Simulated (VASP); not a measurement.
A run of VASP 6.6.1:

File INCAR:

```
SYSTEM = TiC53
PREC = Accurate ; ENCUT = 520
EDIFF = 1E-7 ; ISMEAR = 0
SIGMA = 0.05 ; LREAL = Auto
LASPH = .TRUE. ; NELM = 150
ALGO = Normal ; ISIF = 2
LWAVE = .FALSE. ; LCHARG = .FALSE.
ISPIN = 2 ; MAGMOM = 0 0 0 0 0 0 0 0 0 0 0 0 0 0 0 0 0 0 0 0 0 0 0 0 0 0 0 0 0 0 0 0 0 0 0 0 0 0 0 0 0 0 0 0 0 0 0 0 0 0 0 0 0 0
LORBIT = 11 ; LMAXMIX = 4
GGA = PE ; NBANDS = 149
```

Contents of KPOINTS:

```
Automatic mesh
0
G
  2 2 2
  0 0 0
```

File POSCAR:

```
TiC53
1.0
    0.0000000000      5.3501100000      5.3501100000
    5.3501100000      0.0000000000      5.3501100000
    5.3501100000      5.3501100000      0.0000000000
Ti C
1 53
Direct
   -0.0003681407      0.0001475302     -0.0000659146
    0.0008000382      0.0013220289      0.3360885896
    0.0007950146      0.0013234520      0.6614412236
    0.0007973224      0.3362822802      0.0011322652
   -0.0012183292      0.3337514312      0.3335585566
    0.0007992010      0.3362857965      0.6614340899
    0.0008033039      0.6616328401      0.0011300519
    0.0007963934      0.6616345531      0.3360935196
   -0.0000097118      0.6666818038      0.6664903086
    0.3357550646      0.0013234615      0.0011313572
    0.3332215792     -0.0006903647      0.3335626969
    0.3357561609      0.0013268184      0.6614400768
    0.3332199090      0.3337456624     -0.0008819335
    0.3332220332      0.3337531740      0.3335561193
    0.3331820342      0.3337083558      0.6663793245
    0.3357588786      0.6616321456      0.0011320026
    0.3331835041      0.6665744708      0.3335172863
    0.3331828566      0.6665726296      0.6663829194
    0.6611076686      0.0013266805      0.0011289931
    0.6611072427      0.0013210702      0.3360894698
    0.6661572162      0.0005168484      0.6664882067
    0.6610997285      0.3362831153      0.0011349383
    0.6660512406      0.3337040493      0.3335136063
    0.6660478401      0.3337073200      0.6663821341
    0.6661574316      0.6666835315      0.0003255040
    0.6660487016      0.6665766120      0.3335138681
    0.6661550042      0.6666822067      0.6664904537
    0.0979696178      0.0984954431      0.0983036402
    0.0817951420      0.0823221783      0.4177643258
    0.0979673092      0.0984998402      0.7048808870
    0.0817971727      0.4179580097      0.0821315589
    0.0817959176      0.4179574850      0.4177645667
    0.0838469025      0.4166229372      0.7495902839
    0.0979698031      0.7050881068      0.0983015038
    0.0838485840      0.7497811907      0.4164328581
    0.0838486038      0.7497806976      0.7495916036
    0.4174301566      0.0823241790      0.0821331133
    0.4174311850      0.0823254253      0.4177621150
    0.4161010047      0.0843742676      0.7495872021
    0.4174245006      0.4179537318      0.0821332508
    0.4163584747      0.4168834015      0.4166891729
    0.4163564404      0.4168816809      0.7497222507
    0.4161023013      0.7497801132      0.0841838011
    0.4163570076      0.7499143815      0.4166912833
    0.4160989699      0.7497827818      0.7495889143
    0.7045750303      0.0984893334      0.0982935573
    0.7492601371      0.0843701720      0.4164263919
    0.7492549183      0.0843739486      0.7495897844
    0.7492556495      0.4166252973      0.0841798611
    0.7493883570      0.4168824232      0.4166900229
    0.7492543337      0.4166230027      0.7495923769
    0.7492622471      0.7497858303      0.0841790693
    0.7492559400      0.7497832687      0.4164341960
    0.7496128155      0.7501406098      0.7499498712
```

Potentials or basis: VASP PAW PBE potentials, release 64 (Ti_sv, C).

Command:

```bash
$ cat potpaw_PBE.64/Ti_sv/POTCAR potpaw_PBE.64/C/POTCAR > POTCAR
$ mpirun -np 1 vasp_std > vasp.out
```

Hardware: 1 thread of Oxide Virtual Turin-like Processor, on a shared host.

**Question.** Estimate the wall time of this run.

**Answer.** It took 55 min on 1 thread of Oxide Virtual Turin-like Processor, on a shared host, peak memory 0.82 GiB. Counts: scf iterations 19, k points 8.
